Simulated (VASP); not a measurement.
# KI2 (P-3m1) in VASP: single point with PBE

Aim: the single point of KI2 with PBE.

All numbers are computed with VASP 6.6.1; they aren't measurements. Logs are shortened: lines on timing, memory, paths and dates and some standing lists are left out, and cuts for length are marked.

## 1. The cell of the first run

It takes space group P-3m1 (No. 164, trigonal). Conventional cell: a = 5.568 Å, b = 5.568 Å, c = 5.302 Å, α = 90.00°, β = 90.00°, γ = 120.00°. K (site symmetry -3m) has 6 I at 3.53 Å within 4.6 Å. Within 4.6 Å of I (site symmetry 3m) lie 3 K at 3.53 Å and 6 I at 4.01 to 4.34 Å.

The cell was generated, and may not be a known phase.

## 2. Single point, PBE

File INCAR:

```
PREC = Accurate
ENCUT = 520
EDIFF = 1E-7
ISMEAR = 0
SIGMA = 0.1
LREAL = False
LASPH = True
NELM = 80
ALGO = Normal
ISIF = 2
LWAVE = False
LCHARG = True
GGA = PE
LELF = True
LVHAR = True
NBANDS = 18
```

File KPOINTS:

```
regular mesh
0
Gamma
  12 12 10
```

File POSCAR:

```
KI2
1.0
    5.5681119992      0.0000000000      0.0000000000
   -2.7840559996      4.8221264424      0.0000000000
    0.0000000000      0.0000000000      5.3023694751
K I
1 2
Direct
    0.0000000000      0.0000000000      0.0000000000
    0.3333333333      0.6666666667      0.2747595074
    0.6666666667      0.3333333333      0.7252404926
```

Potentials or basis: VASP PAW PBE potentials, release 64 (K_sv, I).

The run is started by

```bash
> cat potpaw_PBE.64/K_sv/POTCAR potpaw_PBE.64/I/POTCAR > POTCAR
> mpirun -np 1 vasp_std > vasp.out
```

OUTCAR:

```text
PREC = Accurate
   ENCUT = 520
   EDIFF = 1E-7
   ISMEAR = 0
   LREAL = False
   LASPH = True
   NELM = 80
   ISIF = 2
   GGA = PE

 ion  position               nearest neighbor table
   1  0.000  0.000  0.000-   2 3.53   3 3.53   2 3.53   3 3.53   3 3.53   2 3.53
   2  0.333  0.667  0.275-   1 3.53   1 3.53   1 3.53
   3  0.667  0.333  0.725-   1 3.53   1 3.53   1 3.53

  LATTYP: Found a hexagonal cell.
 ALAT       =     5.5681119992
 C/A-ratio  =     0.9522742136

  Lattice vectors:

 A1 = (   5.5681119992,   0.0000000000,   0.0000000000)
 A2 = (  -2.7840559996,   4.8221264424,   0.0000000000)
 A3 = (   0.0000000000,   0.0000000000,   5.3023694751)

Analysis of symmetry for initial positions (statically):
=====================================================================
 Subroutine PRICEL returns:
 Original cell was already a primitive cell.

 Routine SETGRP: Setting up the symmetry group for a
 hexagonal supercell.

 Subroutine GETGRP returns: Found 12 space group operations
 (whereof 12 operations were pure point group operations)
 out of a pool of 24 trial point group operations.

The static configuration has the point symmetry D_3d.

Analysis of symmetry for dynamics (positions and initial velocities):
=====================================================================
 Subroutine PRICEL returns:
 Original cell was already a primitive cell.

 Routine SETGRP: Setting up the symmetry group for a
 hexagonal supercell.

 Subroutine GETGRP returns: Found 12 space group operations
 (whereof 12 operations were pure point group operations)
 out of a pool of 24 trial point group operations.

The dynamic configuration has the point symmetry D_3d.

 Subroutine INISYM returns: Found 12 space group operations
 (whereof 12 operations are pure point group operations),
 and found     1 'primitive' translations

----------------------------------------------------------------------------------------

                                     Primitive cell

  volume of cell :     142.3694

  direct lattice vectors                    reciprocal lattice vectors
     5.568111999  0.000000000  0.000000000     0.179594089  0.103688695  0.000000000
    -2.784056000  4.822126442  0.000000000     0.000000000  0.207377391  0.000000000
     0.000000000  0.000000000  5.302369475     0.000000000  0.000000000  0.188594930

  length of vectors
     5.568111999  5.568111999  5.302369475     0.207377391  0.207377391  0.188594930

  position of ions in fractional coordinates (direct lattice)
     0.000000000  0.000000000  0.000000000
     0.333333333  0.666666667  0.274759507
     0.666666667  0.333333333  0.725240493

  ion indices of the primitive-cell ions
   primitive index   ion index
                 1           1
                 2           2
                 3           3

----------------------------------------------------------------------------------------

 KPOINTS: regular mesh

Automatic generation of k-mesh.
 Grid dimensions read from file:
 generate k-points for:   12   12   10

 Generating k-lattice:

  Cartesian coordinates                     Fractional coordinates (reciprocal lattice)
     0.014966174  0.008640725  0.000000000     0.083333333 -0.000000000  0.000000000
     0.000000000  0.017281449  0.000000000     0.000000000  0.083333333  0.000000000
     0.000000000  0.000000000  0.018859493     0.000000000  0.000000000  0.100000000

  Length of vectors
     0.017281449  0.017281449  0.018859493

  Shift w.r.t. Gamma in fractional coordinates (k-lattice)
     0.000000000  0.000000000  0.000000000

 Subroutine IBZKPT returns following result:
 ===========================================

 Found    162 irreducible k-points:

 Following reciprocal coordinates:
            Coordinates               Weight
  0.000000  0.000000  0.000000      1.000000
  0.083333  0.000000  0.000000      6.000000
  0.166667  0.000000  0.000000      6.000000
  0.250000  0.000000  0.000000      6.000000
  0.333333  0.000000  0.000000      6.000000
  0.416667  0.000000  0.000000      6.000000
[... 16 lines left out ...]
  0.166667  0.000000  0.100000      6.000000
  0.000000  0.166667  0.100000      6.000000
 [... further k-points ...]
   k-points           NKPTS =    162   k-points in BZ     NKDIM =    162   number of bands    NBANDS=     18
   number of dos      NEDOS =    301   number of ions     NIONS =      3
   total plane-waves  NPLWV =  70560
   dimension x,y,z NGX =    42 NGY =   42 NGZ =   40
   dimension x,y,z NGXF=    84 NGYF=   84 NGZF=   80
   ions per type =               1   2
   NGX,Y,Z   is equivalent  to a cutoff of  12.54, 12.54, 12.54 a.u.
   NGXF,Y,Z  is equivalent  to a cutoff of  25.08, 25.08, 25.08 a.u.
 SYSTEM =  unknown system
   PREC   = accura    normal or accurate (medium, high low for compatibility)
   ISTART =      0    job   : 0-new  1-cont  2-samecut
   ICHARG =      2    charge: 1-file 2-atom 10-const
   ISPIN  =      1    spin polarized calculation?
   LNONCOLLINEAR =      F non collinear calculations
   LSORBIT =      F    spin-orbit coupling
   LASPH  =      T    aspherical Exc in radial PAW
   ENCUT  =  520.0 eV  38.22 Ry    6.18 a.u.  10.35 10.35  9.86*2*pi/ulx,y,z
   NELM   =     80;   NELMIN=  2; NELMDL= -5     # of ELM steps
   EDIFF  = 0.1E-06   stopping-criterion for ELM
   LREAL  =      F    real-space projection
   EDIFFG = 0.1E-05   stopping-criterion for IOM
   NSW    =      0    number of steps for IOM
   IBRION =     -1    ionic relax: 0-MD 1-quasi-New 2-CG
   NFREE  =      0    steps in history (QN), initial steepest desc. (CG)
   ISIF   =      2    stress and relaxation
   ISYM   =      2    0-nonsym 1-usesym 2-fastsym
   POTIM  = 0.5000    time-step for ionic-motion
   TEBEG  =    0.0;   TEEND  =   0.0 temperature during run
   PSTRESS=    0.0 pullay stress
   NELECT =      23.0000    total number of electrons
   NUPDOWN=      -1.0000    fix difference up-down
   EMIN   =  10.00;   EMAX   =-10.00  energy-range for DOS
   EFERMI =   0.00;   METHOD = LEGACY
   ISMEAR =     0;   SIGMA  =   0.10  broadening in eV -4-tet -1-fermi 0-gaus
   EFERMI_NEDOS =   21; number of points for ismear=-14 and -15
   IALGO  =     38    algorithm
   IMIX   =      4    mixing-type and parameters
     AMIX     =   0.40;   BMIX     =  1.00
     AMIX_MAG =   1.60;   BMIX_MAG =  1.00
  volume/ion in A,a.u.               =      47.46       320.25
  Fermi-wavevector in a.u.,A,eV,Ry     =   0.891618  1.684913 10.816384  0.794982
  Thomas-Fermi vector in A             =   2.013461
   LORBIT       =      0    0 simple, 1 ext, 2 COOP (PROOUT), +10 PAW based schemes
   GGA     = PE    functional components
   LHFCALC =     F    Hartree Fock is set to
   AEXX    =    0.0000 exact exchange contribution
   IVDW    =     0    specifies the selected vdW correction
   LEPSILON=     F    determine dielectric tensor
   LRPA    =     F    only Hartree local field effects (RPA)
 non-spin polarized calculation
 Gauss-broadening in eV      SIGMA  =   0.10
  energy-cutoff  :      520.00
  volume of cell :      142.37
 maximum number of plane-waves:      3865
 NGX is ok and might be reduce to    42
   NGX = 21   NGY = 21   NGZ = 19

 number of electron      23.0000003 magnetization

 Free energy of the ion-electron system (eV)
  ---------------------------------------------------
  ext. energy  EPLUGINS =         0.00000000
  ---------------------------------------------------
  free energy    TOTEN  =        -6.22178531 eV

  energy without entropy =       -6.18304744  energy(sigma->0) =       -6.20241637

 E-fermi :   0.0609     XC(G=0):  -7.1441

 val. band max:        0.0606135145   @ k =   0.1667   0.1667   0.4000
 cond. band min:       0.0617828385   @ k =   0.4167   0.1667   0.5000
 fundamental gap:      0.0011693240
 Fermi energy:         0.0608958643

 k-point     1 :       0.0000    0.0000    0.0000
  band No.  band energies     occupation
      1     -28.8503      2.00000
      2     -12.3941      2.00000
      3     -12.3383      2.00000
      4     -12.3383      2.00000
      5     -11.2024      2.00000
      6     -10.5554      2.00000
[... 10 lines left out ...]
     17       7.3370      0.00000
     18       7.6023      0.00000

 k-point     2 :       0.0833    0.0000    0.0000
  band No.  band energies     occupation
      1     -28.8503      2.00000
      2     -12.3928      2.00000
      3     -12.3455      2.00000
      4     -12.3386      2.00000
      5     -11.1845      2.00000
      6     -10.5667      2.00000
[... 10 lines left out ...]
     17       7.4116      0.00000
     18       7.6914      0.00000

 k-point     3 :       0.1667    0.0000    0.0000
  band No.  band energies     occupation
      1     -28.8502      2.00000
      2     -12.3896      2.00000
      3     -12.3636      2.00000
      4     -12.3395      2.00000
      5     -11.1354      2.00000
      6     -10.5983      2.00000
[... 10 lines left out ...]
     17       7.6391      0.00000
     18       7.7940      0.00000

 k-point     4 :       0.2500    0.0000    0.0000
  band No.  band energies     occupation
      1     -28.8501      2.00000
      2     -12.3926      2.00000
      3     -12.3789      2.00000
      4     -12.3407      2.00000
      5     -11.0664      2.00000
      6     -10.6452      2.00000
[... 10 lines left out ...]
     17       7.7744      0.00000
     18       7.9568      0.00000

 k-point     5 :       0.3333    0.0000    0.0000
  band No.  band energies     occupation
      1     -28.8500      2.00000
      2     -12.4118      2.00000
      3     -12.3758      2.00000
      4     -12.3419      2.00000
      5     -10.9902      2.00000
      6     -10.7007      2.00000
[... 10 lines left out ...]
     17       7.5405      0.00000
     18       8.1459      0.00000

 k-point     6 :       0.4167    0.0000    0.0000
  band No.  band energies     occupation
      1     -28.8500      2.00000
      2     -12.4264      2.00000
      3     -12.3718      2.00000
      4     -12.3428      2.00000
      5     -10.9185      2.00000
      6     -10.7579      2.00000
[... 10 lines left out ...]
     17       7.7703      0.00000
     18       8.2645      0.00000

 k-point     7 :       0.5000    0.0000    0.0000
  band No.  band energies     occupation
      1     -28.8499      2.00000
      2     -12.4316      2.00000
      3     -12.3702      2.00000
      4     -12.3431      2.00000
      5     -10.8766      2.00000
      6     -10.7947      2.00000
[... 10 lines left out ...]
     17       8.0182      0.00000
     18       8.1357      0.00000

 k-point     8 :       0.0833    0.0833    0.0000
  band No.  band energies     occupation
      1     -28.8503      2.00000
      2     -12.3905      2.00000
      3     -12.3580      2.00000
      4     -12.3395      2.00000
      5     -11.1511      2.00000
      6     -10.5881      2.00000
[... 10 lines left out ...]
     17       7.4827      0.00000
     18       7.7840      0.00000
[... 229 lines left out ...]
     17       7.9113      0.00000
     18       7.9113      0.00000

 k-point    20 :       0.0000    0.0000    0.1000
  band No.  band energies     occupation
      1     -28.8503      2.00000
      2     -12.3965      2.00000
      3     -12.3382      2.00000
      4     -12.3382      2.00000
      5     -11.1860      2.00000
      6     -10.5697      2.00000
[... 10 lines left out ...]
     17       7.4284      0.00000
     18       7.5204      0.00000

 k-point    21 :       0.0833    0.0000    0.1000
  band No.  band energies     occupation
      1     -28.8503      2.00000
      2     -12.3952      2.00000
      3     -12.3451      2.00000
      4     -12.3385      2.00000
      5     -11.1687      2.00000
      6     -10.5803      2.00000
[... 10 lines left out ...]
     17       7.4568      0.00000
     18       7.5012      0.00000

 k-point    22 :       0.0000    0.0833    0.1000
  band No.  band energies     occupation
      1     -28.8503      2.00000
      2     -12.3951      2.00000
      3     -12.3452      2.00000
      4     -12.3385      2.00000
      5     -11.1692      2.00000
      6     -10.5798      2.00000
[... 10 lines left out ...]
     17       7.3910      0.00000
     18       7.6014      0.00000

 k-point    23 :       0.1667    0.0000    0.1000
  band No.  band energies     occupation
      1     -28.8502      2.00000
      2     -12.3924      2.00000
      3     -12.3624      2.00000
      4     -12.3394      2.00000
      5     -11.1202      2.00000
      6     -10.6115      2.00000
[... 10 lines left out ...]
     17       7.6201      0.00000
     18       7.6595      0.00000

 k-point    24 :       0.0000    0.1667    0.1000
  band No.  band energies     occupation
      1     -28.8502      2.00000
      2     -12.3912      2.00000
      3     -12.3632      2.00000
      4     -12.3394      2.00000
      5     -11.1242      2.00000
      6     -10.6074      2.00000
[... 10 lines left out ...]
     17       7.4938      0.00000
     18       7.7257      0.00000

 [... further k-points ...]

------------------------ aborting loop because EDIFF is reached ----------------------------------------

  FORCE on cell =-STRESS in cart. coord.  units (eV):
  Direction    XX          YY          ZZ          XY          YZ          ZX
  --------------------------------------------------------------------------------------
  -------------------------------------------------------------------------------------
  Total        0.0275905      0.0275905      0.0153935      0.0000000      0.0000000      0.0000000
  in kB        0.3104944      0.3104944      0.1732336      0.0000000      0.0000000      0.0000000
  external PRESSURE =       0.2647408 kB  Pullay stress =       0.0000000 kB

 VOLUME and BASIS-vectors are now :
 -----------------------------------------------------------------------------
  energy-cutoff  :      520.00
  volume of cell :      142.37
      direct lattice vectors                 reciprocal lattice vectors
     5.568111999  0.000000000  0.000000000     0.179594089  0.103688695  0.000000000
    -2.784056000  4.822126442  0.000000000     0.000000000  0.207377391  0.000000000
     0.000000000  0.000000000  5.302369475     0.000000000  0.000000000  0.188594930

 POSITION                                       TOTAL-FORCE (eV/Angst)
 -----------------------------------------------------------------------------------
      0.00000      0.00000      0.00000         0.000000      0.000000      0.000000
     -0.00000      3.21475      1.45688        -0.000000      0.000000      0.002138
      2.78406      1.60738      3.84549         0.000000      0.000000     -0.002138
 -----------------------------------------------------------------------------------
    total drift:                                0.000000      0.000000     -0.000000

  FREE ENERGIE OF THE ION-ELECTRON SYSTEM (eV)
  ---------------------------------------------------
  free  energy   TOTEN  =        -6.2217853059 eV

  energy  without entropy=       -6.1830474402  energy(sigma->0) =       -6.20241637
```

It took 13 min on 1 thread of Intel Xeon 8259CL, shared host; peak memory 0.53 GiB.

What came out:

```yaml
Free_energy: -6.2218 eV
Pressure: 0.0 GPa
Band_gap_on_the_k_mesh: zero (an odd number of electrons rules out a gap without spin polarisation)
```

Forces in eV/Å, atoms in the order of the input:
```
K    0.000  0.000  0.000
I    0.000  0.000  0.002
I    0.000  0.000 -0.002
```

Caveat: spin-orbit coupling is left out, which moves the levels of the heavy elements; an odd number of electrons without spin polarisation forces a metal; a magnetic or distorted state may lie lower.
